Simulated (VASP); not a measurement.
Tl2As: single point with PBE

The system is Tl2As.

```
Tl As
1.0
    -1.79729    1.79729    6.69097
     1.79729   -1.79729    6.69097
     1.79729    1.79729   -6.69097
Tl As
2 1
Direct
  0.35940 0.35940 0.00000
  0.64060 0.64060 0.00000
  0.00000 0.00000 0.00000
```

- Program: VASP 6.6.1
- Task: single point
- Functional: PBE
- Potentials or basis: VASP PAW PBE potentials, release 64 (Tl_d, As)
- Cutoff: 520 eV
- k mesh: 6 × 6 × 6
- Occupations: gaussian, width 0.1 eV
- Spin: no spin polarisation

The pressure is 0.2 GPa and the largest force is 0.012 eV/Å.

Forces in eV/Å, atoms in the order of the input:
```
Tl   0.000  0.000  0.012
Tl   0.000  0.000 -0.012
As   0.000  0.000  0.000
```

Stress tensor (GPa, compression positive):
```
0.25 0.00 0.00
0.00 0.25 0.00
0.00 0.00 0.00
```

Levels at points of the mesh, in eV from the Fermi level:
| k point | band 13 | band 14 | band 15 | band 16 | band 17 | band 18 |
| --- | --- | --- | --- | --- | --- | --- |
| (0.00, 0.00, 0.00) | -6.41 | 0.45 | 0.45 | 0.94 | 1.20 | 4.93 |
| (0.50, 0.00, 0.00) | -5.25 | -3.21 | -1.29 | 0.17 | 1.49 | 3.69 |
| (0.50, 0.50, 0.00) | -3.48 | -3.27 | -2.99 | -0.32 | -0.21 | 1.28 |
| (0.50, 0.50, 0.50) | -4.26 | -1.28 | 0.34 | 0.34 | 3.62 | 4.61 |

It took 2.9 min on 1 thread of AMD EPYC 7R13 Processor (Zen 3), on a shared host, peak memory 0.35 GiB.

Caveat: the k points lie up to 0.41 Å⁻¹ apart; spin-orbit coupling is left out, which moves the levels of the heavy elements.
